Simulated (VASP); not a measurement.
Write the native input for VASP 6.6.1 that does the following.

```yaml
Task: relaxation of cell and atoms
Functional: PBE
Potentials_or_basis: VASP PAW PBE potentials, release 64 (Hf_pv, B)
Cutoff: 600 eV
k_mesh: 4 × 4 × 4
Occupations: gaussian, width 0.1 eV
Spin: no spin polarisation
Dipole_correction: no
Further_INCAR_settings: ALGO = Normal; EDIFF = 1e-06; IBRION = 2; EDIFFG = -0.04; NSW = 90; ISIF = 3
```

The structure of Hf2B3 lies in POSCAR:

```
Hf2B3
1.0
    4.0225368800      0.0000000000      0.0000000000
    0.0000000000      4.0225368800      0.0000000000
    0.0000000000      0.0000000000      4.0225368800
Hf B
2 3
Direct
    0.0000000000      0.0000000000      0.0000000000
    0.5000000000      0.5000000000      0.5000000000
    0.0000000000      0.5000000000      0.5000000000
    0.5000000000      0.0000000000      0.5000000000
    0.5000000000      0.5000000000      0.0000000000
```

One way to write it, as run:

INCAR

```
SYSTEM = Hf2B3
PREC = Accurate
ENCUT = 600
EDIFF = 1E-6
ISMEAR = 0
SIGMA = 0.1
LREAL = .False.
LASPH = .True.
NELM = 60
ALGO = Normal
ISIF = 3
LWAVE = .False.
LCHARG = .False.
GGA = PE
IBRION = 2
NSW = 90
EDIFFG = -0.04
```

KPOINTS

```
regular mesh
0
Gamma
  4 4 4
  0 0 0
```

Potentials or basis: VASP PAW PBE potentials, release 64 (Hf_pv, B).

Run with:

```bash
$ cat potpaw_PBE.64/Hf_pv/POTCAR potpaw_PBE.64/B/POTCAR > POTCAR
$ mpirun -np 1 vasp_std > vasp.out
```

It gave:

```json
{
 "Relaxed volume": "14.74 Å³/atom",
 "Relaxed cell": "a = 4.193 Å, b = 4.193 Å, c = 4.193 Å, α = 90.00°, β = 90.00°, γ = 90.00°",
 "Space group after relaxing (to 0.05 Å)": "Pm-3m (No. 221)",
 "Energy gained by relaxing": "86.1 meV/atom",
 "Ionic steps": "3",
 "Pressure after relaxing": "-0.1 GPa"
}
```

Caveat: the k points lie up to 0.37 Å⁻¹ apart in the final cell.

It took 56 s on 1 thread of AMD EPYC 7R43 64-Core Processor (Zen 3), on a shared host, peak memory 0.15 GiB.
